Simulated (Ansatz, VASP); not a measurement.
# Two plane-wave programs on B6I

```xyz
7
Lattice="5.2430 0.0000 0.0000 -2.6215 4.5406 0.0000 0.0000 0.0000 5.9543" Properties=species:S:1:pos:R:3 pbc="T T T"
B    -0.7837    3.4795    4.0924
B     0.0000    2.1220    4.0924
B     0.7837    3.4795    4.0924
B     3.4052    1.0610    1.8619
B     1.8377    1.0610    1.8619
B     2.6215    2.4185    1.8619
I     0.0000    0.0000    2.9772
```

Alike in both runs: functional PBE; k mesh 6 × 6 × 4; occupations gaussian, width 0.1 eV; no spin polarisation.

Ansatz relaxed the structure, and its values are those at the end. VASP's run is a single point on that final structure, the one shown.

```csv
,VASP,Ansatz
version,VASP 6.6.1,Ansatz 0.2.0
potentials or method,"VASP PAW PBE potentials, release 64 (B, I), cutoff 520 eV","scalar-relativistic, plane waves, PAW"
valence electrons in the cell,25,35
```

|  | VASP | Ansatz | Ansatz less VASP |
| --- | --- | --- | --- |
| gap on the k mesh at the Fermi level (eV) | none | none | - |
| pressure (GPa) | 0.1 | 0.1 | 0.00 |
| rms of the force components (eV/Å) | 0.033 | 0.011 | -0.0218 |

A gap of «none» marks a metal or a gap that the smearing closes. VASP's potentials hold 25 valence electrons a cell and Ansatz's 35, so a difference there can come from the potentials and not from the codes.

Spin-orbit coupling is off throughout.
